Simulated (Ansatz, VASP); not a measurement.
**Se in VASP and in Ansatz**

INCAR

```
SYSTEM = Se
PREC = Accurate ; ENCUT = 520
EDIFF = 1E-7 ; ISMEAR = -1
SIGMA = 0.05 ; LREAL = .False.
LASPH = .True. ; NELM = 100
ALGO = Normal ; ISIF = 2
LWAVE = .False. ; LCHARG = .True.
GGA = CA ; LELF = .True.
LVHAR = .True. ; NBANDS = 16
```

The input KPOINTS:

```
regular mesh
0
Gamma
  9 9 6
  0 0 0
```

Contents of POSCAR:

```
Se
1.0
    3.9000263257      0.0000000000      0.0000000000
   -1.9500131629      3.3775218735      0.0000000000
    0.0000000000      0.0000000000      5.0513269388
Se
3
Direct
    0.2543546525      1.0000000000      0.3333333333
    1.0000000000      0.2543546525      0.6666666667
    0.7456453475      0.7456453475      1.0000000000
```

Input for Ansatz:

```yaml
crystal:
  lattice:
    - [3.9000263257, 0.0, 0.0]
    - [-1.9500131629, 3.3775218735, 0.0]
    - [0.0, 0.0, 5.0513269388]
  atoms:
    - { symbol: Se, position: [0.2543546525, 1.0, 0.3333333333] }
    - { symbol: Se, position: [1.0, 0.2543546525, 0.6666666667] }
    - { symbol: Se, position: [0.7456453475, 0.7456453475, 1.0] }
hamiltonian:
  xc: lda
  pseudopotentials:
    kind: paw
    azcp:
      Se: "pseudopotentials/Se.paw.azcp"
basis:
  ecutwfc: 420
  fft_grid_basis: typed
kpoints:
  mp_grid: { grid: [9, 9, 6], shift: [0, 0, 0] }
magnetization:
  spin_polarized: false
scf:
  occupations: { method: fermi_dirac, width: 0.05 }
output:
  stress: true
```

Alike in both runs: task single point; functional LDA; k mesh 9 × 9 × 6; occupations fermi-dirac, width 0.05 eV; no spin polarisation.

|  | VASP | Ansatz |
| --- | --- | --- |
| version | VASP 6.6.1 | Ansatz 0.2.0 |
| potentials or method | VASP PAW LDA potentials, release 64 (Se), cutoff 520 eV | plane waves (420 eV) with PAW, scalar-relativistic |
| valence electrons in the cell | 18 | 48 |

Ansatz gave:

- pressure (GPa): 3.3
- traceless stress, the component that is largest in VASP (GPa): 0.99

Question: What did VASP give for the same quantities?

Answer: Pressure (GPa): 3.6; traceless stress, the component that is largest in VASP (GPa): 1.11.

Ansatz warns that its potentials were made for another functional, while VASP's fit it. LDA's correlation is that of Perdew and Zunger in VASP and of Perdew and Wang (1992) in Ansatz. VASP's potentials hold 18 valence electrons a cell and Ansatz's 48, so a difference there can come from the potentials and not from the codes.
